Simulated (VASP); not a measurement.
# Si (Fd-3m) in VASP: notebook, part 2 of 2

VASP 6.6.1. The steps go on from the part before.

## Step 4: Single point, BLYP

This run uses another cell than the first one, of 21.16 Å³/atom, 1.017 times its volume.

The input, INCAR:

```
SYSTEM = Si
AGGAC    = 1.0          
AGGAX    = 1.0          
ALDAC    = 0.0          
ALDAX    = 1.0          
ALGO     = Normal         ! electronic algorithm
EDIFF    = 1E-6           ! SCF threshold, eV
ENCUT    = 520            ! plane-wave cutoff, eV
GGA      = B5             ! functional
ISIF     = 2              ! what is computed and relaxed
ISMEAR   = -1             ! smearing method
LASPH    = .TRUE.         ! aspherical terms in the spheres
LCHARG   = .FALSE.        ! write CHGCAR
LREAL    = .FALSE.        ! projectors in reciprocal space
LWAVE    = .FALSE.        ! write WAVECAR
NBANDS   = 11             ! bands
NELM     = 100            ! most SCF steps
PREC     = Accurate       ! precision mode
SIGMA    = 0.05           ! smearing width, eV
```

The input, KPOINTS:

```
k-points
0
G
  8 8 8
  0 0 0
```

The input, POSCAR:

```
Si
1.0
    0.0000000000      2.7660689067      2.7660689067
    2.7660689067      0.0000000000      2.7660689067
    2.7660689067      2.7660689067      0.0000000000
Si
2
Direct
    0.5000000000      0.5000000000      0.5000000000
    0.7500000000      0.7500000000      0.7500000000
```

The run is started by

```
cat potpaw_PBE.64/Si/POTCAR > POTCAR
mpirun -np 1 vasp_std > vasp.out
```

Run time: 23 s. Hardware: 1 thread of AMD EPYC 7R43 (Zen 3), shared host; peak memory 0.12 GiB.

It converged, with:

| Item | Value |
| --- | --- |
| Free energy | -9.4883 eV |
| Pressure | 0.1 GPa |
| Band gap on the k mesh | 0.91 eV, indirect (least direct gap 2.56 eV) |

Levels at points of the mesh, in eV from the valence-band top:
| k point | band 1 | band 2 | band 3 | band 4 | band 5 | band 6 | band 7 | band 8 | band 9 |
| --- | --- | --- | --- | --- | --- | --- | --- | --- | --- |
| (0.00, 0.00, 0.00) | -11.51 | 0.00 | 0.00 | 0.00 | 2.67 | 2.67 | 2.67 | 2.68 | 7.89 |
| (0.50, 0.00, 0.00) | -9.35 | -6.62 | -1.12 | -1.12 | 1.43 | 3.54 | 3.54 | 7.98 | 10.56 |
| (0.50, 0.50, 0.00) | -7.61 | -7.61 | -2.64 | -2.64 | 1.04 | 1.04 | 9.68 | 9.68 | 10.91 |

Caveat: the PAW data sets were made with another functional, which shifts forces and pressure a little. As with any semilocal functional, this BLYP gap is likely too small.

## Step 5: Relaxation of cell and atoms, revPBE

This run uses another cell than the first one, of 20.16 Å³/atom, 0.969 times its volume.

The input, INCAR:

```
SYSTEM = Si
  PREC = Accurate
  ENCUT = 600
  EDIFF = 1E-6
  ISMEAR = -1
  SIGMA = 0.05
  LREAL = .FALSE.
  LASPH = .TRUE.
  NELM = 60
  ALGO = Normal
  ISIF = 3
  LWAVE = .FALSE.
  LCHARG = .FALSE.
  GGA = RE
  IBRION = 2
  NSW = 80
  EDIFFG = -0.005
```

The input, KPOINTS:

```
regular mesh
0
G
  8 8 8
  0 0 0
```

The input, POSCAR:

```
Si
1.0
    0.0000000000      2.7218511865      2.7218511865
    2.7218511865      0.0000000000      2.7218511865
    2.7218511865      2.7218511865      0.0000000000
Si
2
Direct
    0.5000000000      0.5000000000      0.5000000000
    0.7500000000      0.7500000000      0.7500000000
```

Potentials or basis: VASP PAW PBE potentials, release 64 (Si).

The run is started by

```
cat potpaw_PBE.64/Si/POTCAR > POTCAR
mpirun -np 1 vasp_std > vasp.out
```

OUTCAR:

```text
SYSTEM = Si
   PREC = Accurate
   ENCUT = 600
   EDIFF = 1E-6
   ISMEAR = -1
   LREAL = .FALSE.
   LASPH = .TRUE.
   NELM = 60
   ISIF = 3
   GGA = RE
   IBRION = 2
   NSW = 80
   EDIFFG = -0.005

 ion  position               nearest neighbor table
   1  0.500  0.500  0.500-   2 2.36   2 2.36   2 2.36   2 2.36
   2  0.750  0.750  0.750-   1 2.36   1 2.36   1 2.36   1 2.36

  LATTYP: Found a face centered cubic cell.
 ALAT       =     5.4437023730

  Lattice vectors:

 A1 = (   0.0000000000,   2.7218511865,   2.7218511865)
 A2 = (   2.7218511865,   0.0000000000,   2.7218511865)
 A3 = (   2.7218511865,   2.7218511865,   0.0000000000)

Analysis of symmetry for initial positions (statically):
=====================================================================
 Subroutine PRICEL returns:
[... 251 lines left out ...]
  free energy    TOTEN  =       -10.42835340 eV

  energy without entropy =      -10.42834100  energy(sigma->0) =      -10.42834720

 E-fermi :   5.8912     XC(G=0):  -9.2132

 val. band max:        5.5562253948   @ k =   0.0000   0.0000   0.0000
 cond. band min:       6.2655336291   @ k =   0.3750   0.3750   0.0000
 fundamental gap:      0.7093082343
 Fermi energy:         5.8912003789

 k-point     1 :       0.0000    0.0000    0.0000
  band No.  band energies     occupation
      1      -6.1629      2.00000
      2       5.5562      1.99754
      3       5.5562      1.99754
      4       5.5562      1.99754
      5       8.1107      0.00000
      6       8.1107      0.00000
      7       8.1107      0.00000
      8       8.6514      0.00000
[... 243 lines left out ...]
 k-point    24 :      -0.3750    0.2500    0.1250
  band No.  band energies     occupation
      1      -3.3904      2.00000
      2      -1.0919      2.00000
      3       2.2159      2.00000
      4       3.4754      2.00000
      5       8.5851      0.00000
      6       8.7343      0.00000
      7      11.3787      0.00000
      8      12.6171      0.00000

 [... further k-points ...]
[... 5 lines left out ...]
  --------------------------------------------------------------------------------------
  -------------------------------------------------------------------------------------
  Total        0.0014516      0.0014516      0.0014516     -0.0000000     -0.0000000      0.0000000
  in kB        0.0562231      0.0562231      0.0562231     -0.0000000     -0.0000000      0.0000000
  external PRESSURE =       0.0562231 kB  Pullay stress =       0.0000000 kB
[... 17 lines left out ...]
  FREE ENERGIE OF THE ION-ELECTRON SYSTEM (eV)
  ---------------------------------------------------
  free  energy   TOTEN  =       -10.4283533970 eV

  energy  without entropy=      -10.4283409964  energy(sigma->0) =      -10.42834720

 reached required accuracy - stopping structural energy minimisation
```

CONTCAR:

```text
Si
   1.00000000000000
     0.0000000000000000    2.7449705967418478    2.7449705967418478
     2.7449705967418478   -0.0000000000000000    2.7449705967418478
     2.7449705967418478    2.7449705967418478   -0.0000000000000000
  Si
     2
Direct
     0.5000000000000000    0.5000000000000000    0.5000000000000000
     0.7500000000000000    0.7500000000000000    0.7500000000000000

  0.00000000E+00  0.00000000E+00  0.00000000E+00
  0.00000000E+00  0.00000000E+00  0.00000000E+00
```

It took 28 s on 1 thread of AMD EPYC 7R43 (Zen 3), shared host; peak memory 0.13 GiB.

What came out:

* Free energy: -10.4284 eV
* Relaxed volume: 20.68 Å³/atom
* Relaxed cell: a = 3.882 Å, b = 3.882 Å, c = 3.882 Å, α = 60.00°, β = 60.00°, γ = 60.00°
* Space group after relaxing (to 0.05 Å): Fd-3m (No. 227)
* Energy gained by relaxing: 3.7 meV/atom
* Ionic steps: 3
* Pressure after relaxing: 0.0 GPa
* Band gap on the k mesh: 0.71 eV, indirect (least direct gap 2.55 eV)

The path:
```csv
step,energy change (eV),largest force (eV/Å),pressure (GPa),volume (Å³)
1,0.0000,0.0000,2.33,40.33
2,-0.0043,0.0000,-1.38,42.06
3,-0.0073,0.0000,0.01,41.37
```

Final structure:
```
Si
1.0
     0.00000    2.74497    2.74497
     2.74497    0.00000    2.74497
     2.74497    2.74497    0.00000
Si
2
Direct
  0.50000 0.50000 0.50000
  0.75000 0.75000 0.75000
```

Caveat: the PAW data sets were made with another functional, which shifts forces and pressure a little. A k mesh can miss the band edges.

## Step 6: Summary

```tsv
task	level	cell	cutoff (eV)	gap on the mesh (eV)	pressure (GPa)
single point	RPBE	a = 3.890 Å, angles 60.0°, 2 atoms	520	0.74	-0.2
single point	revPBE	a = 3.884 Å, angles 60.0°, 2 atoms	520	0.71	-0.1
single point	BLYP	a = 3.912 Å, angles 60.0°, 2 atoms	520	0.91	0.1
relaxation of cell and atoms	revPBE	relaxed from a = 3.849 Å, angles 60.0°, 2 atoms	600	0.71	0.0
```

Alike in all rows: potentials or basis VASP PAW PBE potentials, release 64 (Si); no spin polarisation; k mesh 8 × 8 × 8; smearing fermi-dirac 0.05 eV.

Caveats: the PAW data sets were made with another functional, which shifts forces and pressure a little.

Total energies depend on the potentials used, so only differences within one code and one set of settings carry meaning.
